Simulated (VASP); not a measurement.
Slab: Te2Mo, a slab with vacuum.

```
Te Mo
1.0
     3.56023    0.00000    0.00000
    -1.78012    3.08325    0.00000
     0.00000    0.00000   17.52406
Te Mo
2 1
Direct
  0.33333 0.66667 0.89785
  0.33333 0.66667 0.10214
  0.00000 0.00000 0.00000
```

Base run:

| Quantity | Value |
| --- | --- |
| Program | VASP 6.6.1 |
| Functional | r2SCAN |
| Potentials or basis | VASP PAW PBE potentials, release 64 (Te, Mo_sv) |
| Cutoff | 520 eV |
| k mesh | 5 × 5 × 1 |
| Occupations | fermi-dirac, width 0.1 eV |
| Spin | no spin polarisation |

Its results: band gap on the k mesh 1.55 eV, direct; largest force 0.017 eV/Å.

Q: The run is repeated on the same cell with these changes: k mesh from 5 × 5 × 1 to 3 × 3 × 1. What comes out?

A: Band gap on the k mesh 1.10 eV, direct; largest force 0.140 eV/Å.

Caveats: some runs use coarse meshes; the PAW data sets were made with another functional, which shifts forces and pressure a little; spin-orbit coupling is left out, which moves the levels of the heavy elements.

A k mesh can miss the band edges.
